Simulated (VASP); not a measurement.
# GaN (P2_1) in VASP: a series of runs

The runs below take GaN through single point, with r2SCAN.

Program: VASP 6.6.1. These are calculated values, not measurements. Logs are shortened: lines on timing, memory, paths and dates and some standing lists are left out, and cuts for length are marked.

**1. The cell of the first run**

It takes space group P2_1 (No. 4, monoclinic). Conventional cell: a = 3.180 Å, b = 5.166 Å, c = 3.180 Å, α = 90.00°, β = 120.00°, γ = 90.00°. Within 2.6 Å of Ga (site symmetry 1) lie 4 N at 1.94 to 1.96 Å. Within 2.6 Å of N (site symmetry 1) lie 4 Ga at 1.94 to 1.96 Å.

**2. Single point, r2SCAN (mode 4 (140.5 1/cm) frozen in, largest displacement -0.060 Å)**

File POSCAR:

```
GaN
1.0
    3.1799996605      0.0000000000      0.0000000000
   -1.5899998303      2.7539604900      0.0000000000
    0.0000000000      0.0000000000      5.1660000000
Ga N
2 2
Direct
    0.3543777709      0.6820722642      0.0000000000
    0.6456222291      0.3179277358      0.5000000000
    0.3163072753      0.6542027271      0.3750000000
    0.6836927247      0.3457972729      0.8750000000
```

File INCAR.step1:

```
SYSTEM = GaN
PREC = Accurate ; ENCUT = 520
ISMEAR = 0 ; SIGMA = 0.05
LREAL = .False. ; LASPH = .True.
NELM = 60 ; NBANDS = 26
GGA = PE ; ALGO = Normal
EDIFF = 1E-4 ; LWAVE = .True.
LCHARG = .False.
```

File INCAR.step2:

```
SYSTEM = GaN
PREC = Accurate ; ENCUT = 520
EDIFF = 1E-7 ; ISMEAR = 0
SIGMA = 0.05 ; LREAL = .False.
LASPH = .True. ; NELM = 60
ALGO = Normal ; ISIF = 2
LWAVE = .False. ; LCHARG = .False.
METAGGA = R2SCAN ; LMIXTAU = .True.
NBANDS = 26 ; ISTART = 1
```

File KPOINTS:

```
regular mesh
0
Gamma
  12 12 6
  0 0 0
```

Potentials or basis: VASP PAW PBE potentials, release 64 (Ga_d, N).

Launch:

```bash
$ cat potpaw_PBE.64/Ga_d/POTCAR potpaw_PBE.64/N/POTCAR > POTCAR
$ cp INCAR.step1 INCAR
$ mpirun -np 1 vasp_std > vasp.out
$ cp INCAR.step2 INCAR
$ mpirun -np 1 vasp_std > vasp.out
```

OUTCAR:

```text
SYSTEM = GaN
   PREC = Accurate
   ENCUT = 520
   EDIFF = 1E-7
   ISMEAR = 0
   LREAL = .False.
   LASPH = .True.
   NELM = 60
   ISIF = 2
   METAGGA = R2SCAN
   ISTART = 1

 ion  position               nearest neighbor table
   1  0.354  0.682  0.000-   4 1.94   3 1.94   4 1.94   4 1.96
   2  0.646  0.318  0.500-   3 1.94   4 1.94   3 1.94   3 1.96
   3  0.316  0.654  0.375-   2 1.94   1 1.94   2 1.94   2 1.96
   4  0.684  0.346  0.875-   1 1.94   2 1.94   1 1.94   1 1.96

  LATTYP: Found a hexagonal cell.
 ALAT       =     3.1799996605
 C/A-ratio  =     1.6245284753

  Lattice vectors:

 A1 = (   3.1799996605,   0.0000000000,   0.0000000000)
 A2 = (  -1.5899998303,   2.7539604900,   0.0000000000)
 A3 = (   0.0000000000,   0.0000000000,   5.1660000000)

Analysis of symmetry for initial positions (statically):
=====================================================================
 Subroutine PRICEL returns:
 Original cell was already a primitive cell.

 Routine SETGRP: Setting up the symmetry group for a
 hexagonal supercell.

 Subroutine GETGRP returns: Found  2 space group operations
 (whereof  1 operations were pure point group operations)
 out of a pool of 24 trial point group operations.

The static configuration has the point symmetry C_1 .
 The point group associated with its full space group is C_2 .

Analysis of symmetry for dynamics (positions and initial velocities):
=====================================================================
 Subroutine PRICEL returns:
 Original cell was already a primitive cell.

 Routine SETGRP: Setting up the symmetry group for a
 hexagonal supercell.

 Subroutine GETGRP returns: Found  2 space group operations
 (whereof  1 operations were pure point group operations)
 out of a pool of 24 trial point group operations.

The dynamic configuration has the point symmetry C_1 .
 The point group associated with its full space group is C_2 .

 Subroutine INISYM returns: Found  2 space group operations
 (whereof  1 operations are pure point group operations),
 and found     1 'primitive' translations

----------------------------------------------------------------------------------------

                                     Primitive cell

  volume of cell :      45.2417

  direct lattice vectors                    reciprocal lattice vectors
     3.179999661  0.000000000  0.000000000     0.314465442  0.181556708  0.000000000
    -1.589999830  2.753960490  0.000000000     0.000000000  0.363113416  0.000000000
     0.000000000  0.000000000  5.166000000     0.000000000  0.000000000  0.193573364

  length of vectors
     3.179999661  3.179999661  5.166000000     0.363113416  0.363113416  0.193573364

  position of ions in fractional coordinates (direct lattice)
     0.354377771  0.682072264  0.000000000
     0.645622229  0.317927736  0.500000000
     0.316307275  0.654202727  0.375000000
     0.683692725  0.345797273  0.875000000

  ion indices of the primitive-cell ions
   primitive index   ion index
                 1           1
                 2           2
                 3           3
                 4           4

----------------------------------------------------------------------------------------

 KPOINTS: regular mesh

Automatic generation of k-mesh.
 Grid dimensions read from file:
 generate k-points for:   12   12    6

 Generating k-lattice:

  Cartesian coordinates                     Fractional coordinates (reciprocal lattice)
     0.026205454  0.015129726  0.000000000     0.083333333  0.000000000  0.000000000
     0.000000000  0.030259451  0.000000000     0.000000000  0.083333333  0.000000000
     0.000000000  0.000000000  0.032262227     0.000000000  0.000000000  0.166666667

  Length of vectors
     0.030259451  0.030259451  0.032262227

  Shift w.r.t. Gamma in fractional coordinates (k-lattice)
     0.000000000  0.000000000  0.000000000

 Subroutine IBZKPT returns following result:
 ===========================================

 Found    296 irreducible k-points:

 Following reciprocal coordinates:
            Coordinates               Weight
  0.000000  0.000000  0.000000      1.000000
  0.083333  0.000000  0.000000      2.000000
  0.000000  0.083333  0.000000      2.000000
 -0.083333  0.083333  0.000000      2.000000
  0.166667  0.000000  0.000000      2.000000
  0.000000  0.166667  0.000000      2.000000
[... 16 lines left out ...]
  0.166667  0.083333  0.000000      2.000000
 -0.083333  0.250000  0.000000      2.000000
 [... further k-points ...]
   k-points           NKPTS =    296   k-points in BZ     NKDIM =    296   number of bands    NBANDS=     26
   number of dos      NEDOS =    301   number of ions     NIONS =      4
   total plane-waves  NPLWV =  23040
   dimension x,y,z NGX =    24 NGY =   24 NGZ =   40
   dimension x,y,z NGXF=    48 NGYF=   48 NGZF=   80
   ions per type =               2   2
   NGX,Y,Z   is equivalent  to a cutoff of  12.55, 12.55, 12.87 a.u.
[... 58 lines left out ...]

 E-fermi :   5.4451     XC(G=0): -12.6970

 val. band max:        5.2084085072   @ k =   0.0000   0.0000   0.0000
 cond. band min:       7.5305454438   @ k =   0.0000   0.0000   0.0000
 fundamental gap:      2.3221369366
 Fermi energy:         5.4451007951

 k-point     1 :       0.0000    0.0000    0.0000
  band No.  band energies     occupation
      1     -11.6970      2.00000
      2     -10.6625      2.00000
      3      -8.6843      2.00000
      4      -8.6656      2.00000
      5      -8.6488      2.00000
      6      -8.5897      2.00000
[... 18 lines left out ...]
     25      17.4963      0.00000
     26      17.8776      0.00000

 k-point     2 :       0.0833    0.0000    0.0000
  band No.  band energies     occupation
      1     -11.6274      2.00000
      2     -10.6429      2.00000
      3      -8.6732      2.00000
      4      -8.6550      2.00000
      5      -8.6285      2.00000
      6      -8.5821      2.00000
[... 18 lines left out ...]
     25      17.5711      0.00000
     26      17.6923      0.00000

 k-point     3 :       0.0000    0.0833    0.0000
  band No.  band energies     occupation
      1     -11.6268      2.00000
      2     -10.6422      2.00000
      3      -8.6765      2.00000
      4      -8.6474      2.00000
      5      -8.6357      2.00000
      6      -8.5757      2.00000
[... 18 lines left out ...]
     25      17.1570      0.00000
     26      17.9715      0.00000

 k-point     4 :      -0.0833    0.0833    0.0000
  band No.  band energies     occupation
      1     -11.6271      2.00000
      2     -10.6423      2.00000
      3      -8.6756      2.00000
      4      -8.6498      2.00000
      5      -8.6340      2.00000
      6      -8.5786      2.00000
[... 18 lines left out ...]
     25      17.2454      0.00000
     26      17.9194      0.00000

 k-point     5 :       0.1667    0.0000    0.0000
  band No.  band energies     occupation
      1     -11.4363      2.00000
      2     -10.5940      2.00000
      3      -8.6417      2.00000
      4      -8.6293      2.00000
      5      -8.5752      2.00000
      6      -8.5403      2.00000
[... 18 lines left out ...]
     25      17.6742      0.00000
     26      18.1448      0.00000

 k-point     6 :       0.0000    0.1667    0.0000
  band No.  band energies     occupation
      1     -11.4340      2.00000
      2     -10.5914      2.00000
      3      -8.6514      2.00000
      4      -8.6164      2.00000
      5      -8.5792      2.00000
      6      -8.5391      2.00000
[... 427 lines left out ...]
 k-point    21 :      -0.0833    0.1667    0.0000
  band No.  band energies     occupation
      1     -11.4952      2.00000
      2     -10.6063      2.00000
      3      -8.6596      2.00000
      4      -8.6222      2.00000
      5      -8.5989      2.00000
      6      -8.5557      2.00000
[... 18 lines left out ...]
     25      16.8647      0.00000
     26      18.1081      0.00000

 k-point    22 :      -0.1667    0.0833    0.0000
  band No.  band energies     occupation
      1     -11.4968      2.00000
      2     -10.6082      2.00000
      3      -8.6523      2.00000
      4      -8.6365      2.00000
      5      -8.5925      2.00000
      6      -8.5661      2.00000
[... 18 lines left out ...]
     25      16.9919      0.00000
     26      18.1890      0.00000

 k-point    23 :       0.1667    0.0833    0.0000
  band No.  band energies     occupation
      1     -11.2700      2.00000
      2     -10.5564      2.00000
      3      -8.6184      2.00000
      4      -8.6130      2.00000
      5      -8.5437      2.00000
      6      -8.5129      2.00000
[... 18 lines left out ...]
     25      17.0138      0.00000
     26      18.6007      0.00000

 k-point    24 :      -0.0833    0.2500    0.0000
  band No.  band energies     occupation
      1     -11.2668      2.00000
      2     -10.5523      2.00000
      3      -8.6297      2.00000
      4      -8.5991      2.00000
      5      -8.5300      2.00000
      6      -8.5132      2.00000
[... 18 lines left out ...]
     25      17.1728      0.00000
     26      18.6686      0.00000

 [... further k-points ...]
[... 5 lines left out ...]
  --------------------------------------------------------------------------------------
  -------------------------------------------------------------------------------------
  Total        0.3764596      0.4405087      0.9557918     -0.0515965      0.0000000      0.0000000
  in kB       13.3318303     15.6000457     33.8481325     -1.8272221      0.0000000      0.0000000
  external PRESSURE =      20.9266695 kB  Pullay stress =       0.0000000 kB

 VOLUME and BASIS-vectors are now :
 -----------------------------------------------------------------------------
  energy-cutoff  :      520.00
  volume of cell :       45.24
      direct lattice vectors                 reciprocal lattice vectors
     3.179999661  0.000000000  0.000000000     0.314465442  0.181556708  0.000000000
    -1.589999830  2.753960490  0.000000000     0.000000000  0.363113416  0.000000000
     0.000000000  0.000000000  5.166000000     0.000000000  0.000000000  0.193573364

 POSITION                                       TOTAL-FORCE (eV/Angst)
 -----------------------------------------------------------------------------------
      0.04243      1.87840      0.00000        -0.202459     -0.216787     -0.111826
      1.54757      0.87556      2.58300         0.202459      0.216787     -0.111826
     -0.03433      1.80165      1.93725         0.036756      0.030311      0.111826
      1.62433      0.95231      4.52025        -0.036756     -0.030311      0.111826
 -----------------------------------------------------------------------------------
    total drift:                                0.000002      0.000004      0.040987

  FREE ENERGIE OF THE ION-ELECTRON SYSTEM (eV)
  ---------------------------------------------------
  free  energy   TOTEN  =       -43.7965122678 eV

  energy  without entropy=      -43.7965122678  energy(sigma->0) =      -43.79651227
```

It took 14 min on 1 thread of Intel Xeon 6975P-C, shared host; peak memory 0.39 GiB.

What came out:

```
Free energy            : -43.7965 eV
Pressure               : 2.1 GPa
Largest force          : 0.317 eV/Å
Band gap on the k mesh : 2.32 eV, direct
```

Forces in eV/Å, atoms in the order of the input:
```
Ga  -0.202 -0.217 -0.112
Ga   0.202  0.217 -0.112
N    0.037  0.030  0.112
N   -0.037 -0.030  0.112
```

Levels at points of the mesh, in eV from the valence-band top:
```csv
k point,band 16,band 17,band 18,band 19,band 20,band 21
"(0.00, 0.00, 0.00)",-0.09,-0.09,0.00,2.32,4.80,9.82
"(0.50, 0.00, 0.00)",-2.92,-2.39,-1.07,5.40,6.12,6.92
"(0.00, 0.50, 0.00)",-2.88,-2.28,-1.06,5.64,6.05,6.25
"(0.50, 0.50, 0.00)",-2.89,-2.30,-1.07,5.58,6.08,6.41
"(0.00, 0.00, 0.50)",-0.63,-0.57,-0.57,4.74,4.74,9.17
"(0.50, 0.00, 0.50)",-2.08,-1.92,-1.92,4.73,4.73,8.52
"(0.00, 0.50, 0.50)",-2.13,-1.99,-1.99,4.94,4.94,8.33
"(0.50, 0.50, 0.50)",-2.14,-1.95,-1.95,4.88,4.88,8.39
```

Caveat: the cell differs from its parent crystal (mode 4 (140.5 1/cm) frozen in, largest displacement -0.060 Å); the PAW data sets were made with another functional, which shifts forces and pressure a little.

**3. Single point, r2SCAN (mode 4 (140.5 1/cm) frozen in, largest displacement +0.060 Å)**

File POSCAR:

```
GaN
1.0
    3.1799996605      0.0000000000      0.0000000000
   -1.5899998303      2.7539604900      0.0000000000
    0.0000000000      0.0000000000      5.1660000000
Ga N
2 2
Direct
    0.3122888958      0.6512610692      0.0000000000
    0.6877111042      0.3487389308      0.5000000000
    0.3503593914      0.6791306062      0.3750000000
    0.6496406086      0.3208693938      0.8750000000
```

File INCAR.step1:

```
PREC     = Accurate       # precision mode
ENCUT    = 520            # plane-wave cutoff, eV
ISMEAR   = 0              # smearing method
SIGMA    = 0.05           # smearing width, eV
LREAL    = F              # projectors in reciprocal space
LASPH    = T              # aspherical terms in the spheres
NELM     = 100            # most SCF steps
NBANDS   = 26             # bands
GGA      = PE             # functional
ALGO     = Normal         # electronic algorithm
EDIFF    = 1E-4           # SCF threshold, eV
LWAVE    = T              # write WAVECAR
LCHARG   = F              # write CHGCAR
```

File INCAR.step2:

```
PREC     = Accurate       # precision mode
ENCUT    = 520            # plane-wave cutoff, eV
EDIFF    = 1E-6           # SCF threshold, eV
ISMEAR   = 0              # smearing method
SIGMA    = 0.05           # smearing width, eV
LREAL    = F              # projectors in reciprocal space
LASPH    = T              # aspherical terms in the spheres
NELM     = 100            # most SCF steps
ALGO     = Normal         # electronic algorithm
ISIF     = 2              # what is computed and relaxed
LWAVE    = F              # write WAVECAR
LCHARG   = T              # write CHGCAR
METAGGA  = R2SCAN         # meta-GGA
LMIXTAU  = T            
LELF     = T              # ELF
LVHAR    = T            
NBANDS   = 26             # bands
ISTART   = 1
```

File KPOINTS:

```
Automatic mesh
0
Gamma
  12 12 6
```

Potentials or basis: VASP PAW PBE potentials, release 64 (Ga_d, N).

Launch:

```bash
$ cat potpaw_PBE.64/Ga_d/POTCAR potpaw_PBE.64/N/POTCAR > POTCAR
$ cp INCAR.step1 INCAR
$ mpirun -np 1 vasp_std > vasp.out
$ cp INCAR.step2 INCAR
$ mpirun -np 1 vasp_std > vasp.out
```

It took 5.9 min on 1 thread of Intel Xeon 6975P-C (Granite Rapids), shared host; peak memory 0.39 GiB.

The run converged. Its results:

* Free energy: -43.7961 eV
* Pressure: 2.1 GPa
* Largest force: 0.331 eV/Å
* Band gap on the k mesh: 2.32 eV, direct

Forces on the atoms (eV/Å):
```
Ga   0.225  0.216 -0.111
Ga  -0.225 -0.216 -0.111
N   -0.024 -0.031  0.111
N    0.024  0.031  0.111
```

Stress tensor (GPa, compression positive):
```
1.56 0.02 0.00
0.02 1.31 0.00
0.00 0.00 3.39
```

Levels at points of the mesh, in eV from the valence-band top:
```
           k point  band 14  band 15  band 16  band 17  band 18  band 19  band 20  band 21  band 22  band 23
(0.00, 0.00, 0.00)    -1.16    -1.11    -0.11    -0.10     0.00     2.32     4.79     9.85    10.31    10.89
(0.50, 0.00, 0.00)    -5.34    -4.42    -2.89    -2.27    -1.05     5.67     5.99     6.19     9.23    10.96
(0.00, 0.50, 0.00)    -5.52    -4.37    -2.92    -2.38    -1.08     5.44     6.10     6.81     9.39    10.61
(0.50, 0.50, 0.00)    -5.47    -4.39    -2.90    -2.34    -1.08     5.50     6.08     6.62     9.36    10.61
(0.00, 0.00, 0.50)    -4.00    -0.64    -0.64    -0.57    -0.57     4.73     4.73     9.17     9.17    11.03
(0.50, 0.00, 0.50)    -6.80    -2.12    -2.12    -2.04    -2.04     4.97     4.97     8.28     8.28    10.94
(0.00, 0.50, 0.50)    -6.80    -2.11    -2.11    -1.92    -1.92     4.75     4.75     8.50     8.50    10.63
(0.50, 0.50, 0.50)    -6.80    -2.14    -2.14    -1.93    -1.93     4.80     4.80     8.45     8.45    10.69
```

Caveat: the cell differs from its parent crystal (mode 4 (140.5 1/cm) frozen in, largest displacement +0.060 Å); the PAW data sets were made with another functional, which shifts forces and pressure a little.

**4. Single point, r2SCAN (mode 4 (140.5 1/cm) frozen in, largest displacement -0.030 Å)**

File POSCAR:

```
GaN
1.0
    3.1799996605      0.0000000000      0.0000000000
   -1.5899998303      2.7539604900      0.0000000000
    0.0000000000      0.0000000000      5.1660000000
Ga N
2 2
Direct
    0.3438555521      0.6743694654      0.0000000000
    0.6561444479      0.3256305346      0.5000000000
    0.3248203043      0.6604346969      0.3750000000
    0.6751796957      0.3395653031      0.8750000000
```

File INCAR.step1:

```
PREC = Accurate ; ENCUT = 520
ISMEAR = 0 ; SIGMA = 0.05
LREAL = False ; LASPH = True
NELM = 80 ; NBANDS = 26
GGA = PE ; ALGO = Normal
EDIFF = 1E-4 ; LWAVE = True
LCHARG = False
```

File INCAR.step2:

```
PREC = Accurate ; ENCUT = 520
EDIFF = 1E-6 ; ISMEAR = 0
SIGMA = 0.05 ; LREAL = False
LASPH = True ; NELM = 80
ALGO = Normal ; ISIF = 2
LWAVE = False ; LCHARG = True
METAGGA = R2SCAN ; LMIXTAU = True
LELF = True ; LVHAR = True
NBANDS = 26 ; ISTART = 1
```

File KPOINTS:

```
regular mesh
0
Gamma
  12 12 6
```

Launch:

```bash
$ cat potpaw_PBE.64/Ga_d/POTCAR potpaw_PBE.64/N/POTCAR > POTCAR
$ cp INCAR.step1 INCAR
$ mpirun -np 1 vasp_std > vasp.out
$ cp INCAR.step2 INCAR
$ mpirun -np 1 vasp_std > vasp.out
```

Run time: 5.7 min. Hardware: 1 thread of Intel Xeon 6975P-C (Granite Rapids), shared host; peak memory 0.39 GiB.

The run converged. Its results:

| Quantity | Value |
| --- | --- |
| Free energy | -43.8117 eV |
| Pressure | 2.1 GPa |
| Largest force | 0.195 eV/Å |
| Band gap on the k mesh | 2.35 eV, direct |

Forces on the atoms (eV/Å):
```
Ga  -0.101 -0.109 -0.127
Ga   0.101  0.109 -0.127
N    0.017  0.015  0.127
N   -0.017 -0.015  0.127
```

Stress tensor (GPa, compression positive):
```
 1.40 -0.10  0.00
-0.10  1.48  0.00
 0.00  0.00  3.53
```

Levels at points of the mesh, in eV from the valence-band top:
| k point | band 14 | band 15 | band 16 | band 17 | band 18 | band 19 | band 20 | band 21 | band 22 | band 23 |
| --- | --- | --- | --- | --- | --- | --- | --- | --- | --- | --- |
| (0.00, 0.00, 0.00) | -1.13 | -1.10 | -0.08 | -0.05 | 0.00 | 2.35 | 4.81 | 9.94 | 10.47 | 10.71 |
| (0.50, 0.00, 0.00) | -5.46 | -4.36 | -2.90 | -2.35 | -1.05 | 5.49 | 6.14 | 6.74 | 9.42 | 10.94 |
| (0.00, 0.50, 0.00) | -5.37 | -4.39 | -2.88 | -2.29 | -1.04 | 5.61 | 6.11 | 6.40 | 9.34 | 10.95 |
| (0.50, 0.50, 0.00) | -5.40 | -4.38 | -2.88 | -2.30 | -1.04 | 5.58 | 6.12 | 6.49 | 9.36 | 10.89 |
| (0.00, 0.00, 0.50) | -3.97 | -0.60 | -0.60 | -0.57 | -0.57 | 4.76 | 4.76 | 9.20 | 9.20 | 11.08 |
| (0.50, 0.00, 0.50) | -6.77 | -2.05 | -2.05 | -1.95 | -1.95 | 4.82 | 4.82 | 8.50 | 8.50 | 10.70 |
| (0.00, 0.50, 0.50) | -6.77 | -2.07 | -2.07 | -2.00 | -2.00 | 4.92 | 4.92 | 8.40 | 8.40 | 10.84 |
| (0.50, 0.50, 0.50) | -6.77 | -2.08 | -2.08 | -1.98 | -1.98 | 4.89 | 4.89 | 8.43 | 8.43 | 10.80 |

Caveat: the cell differs from its parent crystal (mode 4 (140.5 1/cm) frozen in, largest displacement -0.030 Å); the PAW data sets were made with another functional, which shifts forces and pressure a little.
